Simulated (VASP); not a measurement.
# BeS (rocksalt type) (Fm-3m) in VASP: notebook

The runs below take BeS (rocksalt type) through single point, with LDA.

Program: VASP 6.6.1. These are calculated values, not measurements. Logs are shortened: lines on timing, memory, paths and dates and some standing lists are left out, and cuts for length are marked.

### Step 1. The cell of the first run

It takes space group Fm-3m (No. 225, cubic). Conventional cell: a = 3.842 Å, b = 3.842 Å, c = 3.842 Å, α = 90.00°, β = 90.00°, γ = 90.00°. Within 2.5 Å of Be (site symmetry m-3m) lie 6 S at 1.92 Å. Within 2.5 Å of S (site symmetry m-3m) lie 6 Be at 1.92 Å.

### Step 2. Single point, LDA (volume scaled by 0.6)

File INCAR:

```
SYSTEM = BeS
  ALGO = Normal
  EDIFF = 1E-6
  ENCUT = 600
  GGA_COMPAT = .False.
  ISIF = 2
  ISMEAR = -1
  LASPH = .True.
  LCHARG = .False.
  LREAL = .False.
  LWAVE = .False.
  NBANDS = 11
  NELM = 120
  PREC = Accurate
  SIGMA = 0.08
```

File KPOINTS:

```
k-points
0
Gamma
  17 17 17
  0 0 0
```

File POSCAR:

```
BeS
1.0
    0.0000000000      1.9212167788      1.9212167788
    1.9212167788      0.0000000000      1.9212167788
    1.9212167788      1.9212167788      0.0000000000
Be S
1 1
Direct
    0.0000000000      0.0000000000      0.0000000000
    0.5000000000      0.5000000000      0.5000000000
```

Potentials or basis: VASP PAW LDA potentials, release 64 (Be, S).

On the command line:

```bash
cat potpaw_LDA.64/Be/POTCAR potpaw_LDA.64/S/POTCAR > POTCAR
mpirun -np 1 vasp_std > vasp.out
```

OUTCAR:

```text
SYSTEM = BeS
   EDIFF = 1E-6
   ENCUT = 600
   ISIF = 2
   ISMEAR = -1
   LASPH = .True.
   LREAL = .False.
   NELM = 120
   PREC = Accurate

 ion  position               nearest neighbor table
   1  0.000  0.000  0.000-   2 1.92   2 1.92   2 1.92   2 1.92   2 1.92   2 1.92
   2  0.500  0.500  0.500-   1 1.92   1 1.92   1 1.92   1 1.92   1 1.92   1 1.92

  LATTYP: Found a face centered cubic cell.
 ALAT       =     3.8424335576

  Lattice vectors:

 A1 = (   0.0000000000,   1.9212167788,   1.9212167788)
 A2 = (   1.9212167788,   0.0000000000,   1.9212167788)
 A3 = (   1.9212167788,   1.9212167788,   0.0000000000)

Analysis of symmetry for initial positions (statically):
=====================================================================
 Subroutine PRICEL returns:
 Original cell was already a primitive cell.

 Routine SETGRP: Setting up the symmetry group for a
 face centered cubic supercell.

 Subroutine GETGRP returns: Found 48 space group operations
 (whereof 48 operations were pure point group operations)
 out of a pool of 48 trial point group operations.

The static configuration has the point symmetry O_h .

Analysis of symmetry for dynamics (positions and initial velocities):
=====================================================================
 Subroutine PRICEL returns:
 Original cell was already a primitive cell.

 Routine SETGRP: Setting up the symmetry group for a
 face centered cubic supercell.

 Subroutine GETGRP returns: Found 48 space group operations
 (whereof 48 operations were pure point group operations)
 out of a pool of 48 trial point group operations.

The dynamic configuration has the point symmetry O_h .

 Subroutine INISYM returns: Found 48 space group operations
 (whereof 48 operations are pure point group operations),
 and found     1 'primitive' translations

----------------------------------------------------------------------------------------

                                     Primitive cell

  volume of cell :      14.1827

  direct lattice vectors                    reciprocal lattice vectors
     0.000000000  1.921216779  1.921216779    -0.260251735  0.260251735  0.260251735
     1.921216779  0.000000000  1.921216779     0.260251735 -0.260251735  0.260251735
     1.921216779  1.921216779  0.000000000     0.260251735  0.260251735 -0.260251735

  length of vectors
     2.717010825  2.717010825  2.717010825     0.450769228  0.450769228  0.450769228

  position of ions in fractional coordinates (direct lattice)
[... 81 lines left out ...]
   EDIFFG = 0.1E-04   stopping-criterion for IOM
   NSW    =      0    number of steps for IOM
   IBRION =     -1    ionic relax: 0-MD 1-quasi-New 2-CG
   NFREE  =      0    steps in history (QN), initial steepest desc. (CG)
   ISIF   =      2    stress and relaxation
   ISYM   =      2    0-nonsym 1-usesym 2-fastsym
   POTIM  = 0.5000    time-step for ionic-motion
   TEBEG  =    0.0;   TEEND  =   0.0 temperature during run
   PSTRESS=    0.0 pullay stress
   NELECT =       8.0000    total number of electrons
   NUPDOWN=      -1.0000    fix difference up-down
   EMIN   =  10.00;   EMAX   =-10.00  energy-range for DOS
   EFERMI =   0.00;   METHOD = LEGACY
   ISMEAR =    -1;   SIGMA  =   0.08  broadening in eV -4-tet -1-fermi 0-gaus
   EFERMI_NEDOS =   21; number of points for ismear=-14 and -15
   IALGO  =     38    algorithm
   IMIX   =      4    mixing-type and parameters
     AMIX     =   0.40;   BMIX     =  1.00
     AMIX_MAG =   1.60;   BMIX_MAG =  1.00
  volume/ion in A,a.u.               =       7.09        47.85
  Fermi-wavevector in a.u.,A,eV,Ry     =   1.352649  2.556136 24.894027  1.829659
  Thomas-Fermi vector in A             =   2.479970
   LORBIT       =      0    0 simple, 1 ext, 2 COOP (PROOUT), +10 PAW based schemes
   GGA     = CA    functional components
   LHFCALC =     F    Hartree Fock is set to
   AEXX    =    0.0000 exact exchange contribution
   IVDW    =     0    specifies the selected vdW correction
   LEPSILON=     F    determine dielectric tensor
   LRPA    =     F    only Hartree local field effects (RPA)
 non-spin polarized calculation
  energy-cutoff  :      600.00
  volume of cell :       14.18
 maximum number of plane-waves:       495
 NGX is ok and might be reduce to    24
   NGX = 11   NGY = 11   NGZ = 11

 number of electron       8.0000000 magnetization

 Free energy of the ion-electron system (eV)
  ---------------------------------------------------
  ext. energy  EPLUGINS =         0.00000000
  ---------------------------------------------------
  free energy    TOTEN  =        -7.03884991 eV

  energy without entropy =       -7.03867532  energy(sigma->0) =       -7.03876261

 E-fermi :  15.9803     XC(G=0): -13.2297

 val. band max:       15.6552124040   @ k =  -0.1765   0.1176   0.0000
 cond. band min:      16.1808087849   @ k =   0.4706   0.4706   0.0000
 fundamental gap:      0.5255963809
 Fermi energy:        15.9803496384

 k-point     1 :       0.0000    0.0000    0.0000
  band No.  band energies     occupation
      1      -6.0402      2.00000
      2      14.9330      2.00000
      3      14.9330      2.00000
      4      14.9330      2.00000
      5      22.9613      0.00000
      6      22.9613      0.00000
      7      22.9613      0.00000
      8      27.9339      0.00000
      9      27.9339      0.00000
     10      27.9339      0.00000
     11      28.2512      0.00000
[... 309 lines left out ...]
 k-point    24 :      -0.1176    0.0588    0.0000
  band No.  band energies     occupation
      1      -5.5148      2.00000
      2      12.3556      2.00000
      3      13.6262      2.00000
      4      15.2321      1.99983
      5      22.3501      0.00000
      6      22.8277      0.00000
      7      23.4824      0.00000
      8      23.7909      0.00000
      9      25.9167      0.00000
     10      28.2330      0.00000
     11      31.1817      0.00000

 [... further k-points ...]
[... 5 lines left out ...]
  --------------------------------------------------------------------------------------
  -------------------------------------------------------------------------------------
  Total       13.8139754     13.8139754     13.8139754     -0.0000000      0.0000000      0.0000000
  in kB     1560.5229174   1560.5229174   1560.5229174     -0.0000000      0.0000000      0.0000000
  external PRESSURE =    1560.5229174 kB  Pullay stress =       0.0000000 kB

 VOLUME and BASIS-vectors are now :
 -----------------------------------------------------------------------------
  energy-cutoff  :      600.00
  volume of cell :       14.18
      direct lattice vectors                 reciprocal lattice vectors
     0.000000000  1.921216779  1.921216779    -0.260251735  0.260251735  0.260251735
     1.921216779  0.000000000  1.921216779     0.260251735 -0.260251735  0.260251735
     1.921216779  1.921216779  0.000000000     0.260251735  0.260251735 -0.260251735

 POSITION                                       TOTAL-FORCE (eV/Angst)
 -----------------------------------------------------------------------------------
      0.00000      0.00000      0.00000        -0.000000      0.000000     -0.000000
      1.92122      1.92122      1.92122         0.000000     -0.000000      0.000000
 -----------------------------------------------------------------------------------
    total drift:                               -0.000000     -0.000000      0.000000

  FREE ENERGIE OF THE ION-ELECTRON SYSTEM (eV)
  ---------------------------------------------------
  free  energy   TOTEN  =        -7.0388499068 eV

  energy  without entropy=       -7.0386753193  energy(sigma->0) =       -7.03876261
```

Wall time 15 s (1 thread of Intel Xeon Platinum 8375C at 2.90GHz (Ice Lake), shared host); peak memory 0.14 GiB.

Results:

```
Free energy            : -7.0388 eV
Pressure               : 156.1 GPa
Band gap on the k mesh : 0.53 eV, indirect (least direct gap 3.01 eV)
```

 A k mesh can miss the band edges.

### Step 3. Single point, LDA (volume scaled by 0.7)

File INCAR:

```
  PREC = Accurate
  ENCUT = 600
  EDIFF = 1E-6
  ISMEAR = -1
  SIGMA = 0.08
  LREAL = False
  LASPH = True
  NELM = 120
  ALGO = Normal
  ISIF = 2
  LWAVE = False
  LCHARG = False
  NBANDS = 11
  GGA_COMPAT = False
```

File KPOINTS:

```
Automatic mesh
0
Gamma
  17 17 17
```

File POSCAR:

```
BeS
1.0
    0.0000000000      2.0225160066      2.0225160066
    2.0225160066      0.0000000000      2.0225160066
    2.0225160066      2.0225160066      0.0000000000
Be S
1 1
Direct
    0.0000000000      0.0000000000      0.0000000000
    0.5000000000      0.5000000000      0.5000000000
```

Potentials or basis: VASP PAW LDA potentials, release 64 (Be, S).

On the command line:

```bash
cat potpaw_LDA.64/Be/POTCAR potpaw_LDA.64/S/POTCAR > POTCAR
mpirun -np 1 vasp_std > vasp.out
```

Wall time 15 s (1 thread of Intel Xeon Platinum 8375C at 2.90GHz (Ice Lake), shared host); peak memory 0.14 GiB.

The run converged. Its results:

| Item | Value |
| --- | --- |
| Free energy | -8.7468 eV |
| Pressure | 82.5 GPa |
| Band gap on the k mesh | 1.10 eV, indirect (least direct gap 3.57 eV) |

Levels at points of the mesh, in eV from the valence-band top:
```
           k point  band 1  band 2  band 3  band 4  band 5  band 6  band 7  band 8  band 9
(0.00, 0.00, 0.00)  -19.49   -0.56   -0.56   -0.56    7.92    7.92    7.92   11.26   11.49
```
